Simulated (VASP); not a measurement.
Here is a VASP 6.6.1 calculation.

The input INCAR:

```
SYSTEM = TePb
PREC = Accurate
ENCUT = 520
EDIFF = 1E-6
ISMEAR = 0
SIGMA = 0.05
LREAL = .FALSE.
LASPH = .TRUE.
NELM = 100
ALGO = Normal
ISIF = 2
LWAVE = .FALSE.
LCHARG = .FALSE.
GGA = PE
NBANDS = 17
```

File KPOINTS:

```
regular mesh
0
G
  8 8 8
  0 0 0
```

Contents of POSCAR:

```
TePb
1.0
    0.1008437500      3.2270000000      3.2270000000
    3.3278437500      0.0000000000      3.3278437500
    3.2270000000      3.2270000000      0.1008437500
Te Pb
1 1
Direct
    0.5000000000      0.5000000000      0.5000000000
    0.0000000000      0.0000000000      0.0000000000
```

Potentials or basis: VASP PAW PBE potentials, release 64 (Te, Pb_d).

Command:

```sh
$ cat potpaw_PBE.64/Te/POTCAR potpaw_PBE.64/Pb_d/POTCAR > POTCAR
$ mpirun -np 1 vasp_std > vasp.out
```

Predict the pressure.

2.3 GPa.

What does it give for the band gap on the k mesh?

0.38 eV, indirect (least direct gap 0.65 eV).

Stress tensor (GPa, compression positive):
```
 2.29  0.00 -0.88
 0.00  2.22  0.00
-0.88  0.00  2.29
```

Caveat: the cell differs from its parent crystal (strain +0.0625 x Voigt [0, 0, 0, 0, 1, 0]); spin-orbit coupling is left out, which moves the levels of the heavy elements. A k mesh can miss the band edges.
